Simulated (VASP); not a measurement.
A run of VASP 6.6.1 is set up as follows.

INCAR

```
ALGO     = Fast           # electronic algorithm
EDIFF    = 1E-6           # SCF threshold, eV
EDIFFG   = -0.01          # ionic threshold
ENCUT    = 600            # plane-wave cutoff, eV
GGA      = PE             # functional
IBRION   = 2              # ionic algorithm
ISIF     = 3              # what is computed and relaxed
ISMEAR   = 0              # smearing method
LASPH    = True           # aspherical terms in the spheres
LCHARG   = False          # write CHGCAR
LREAL    = False          # projectors in reciprocal space
LWAVE    = False          # write WAVECAR
NELM     = 80             # most SCF steps
NSW      = 100            # ionic steps
PREC     = Accurate       # precision mode
SIGMA    = 0.1            # smearing width, eV
```

File KPOINTS:

```
k-points
0
Gamma
  20 20 10
```

Contents of POSCAR:

```
CdSe
1.0
    2.8257779911      0.0000000000      0.0000000000
    0.0000000000      2.8257779911      0.0000000000
    0.0000000000      0.0000000000      6.1268755841
Cd Se
1 1
Direct
    0.0000000000      0.0000000000      0.0000000000
    0.0000000000      0.0000000000      0.5000000000
```

Potentials or basis: VASP PAW PBE potentials, release 64 (Cd, Se).

Launch:

```sh
$ cat potpaw_PBE.64/Cd/POTCAR potpaw_PBE.64/Se/POTCAR > POTCAR
$ mpirun -np 1 vasp_std > vasp.out
```

Problem. Predict the band gap on the k mesh.

Solution. Zero (bands 9 and 10 overlap by 4.21 eV).

Problem. Estimate the relaxed volume.

Solution. 24.42 Å³/atom.

Problem. What does it give for the relaxed cell?

Solution. a = 2.833 Å, b = 2.833 Å, c = 6.085 Å, α = 90.00°, β = 90.00°, γ = 90.00°.

Stress tensor (GPa, compression positive):
```
-0.05  0.00  0.00
 0.00 -0.05  0.00
 0.00  0.00  0.05
```
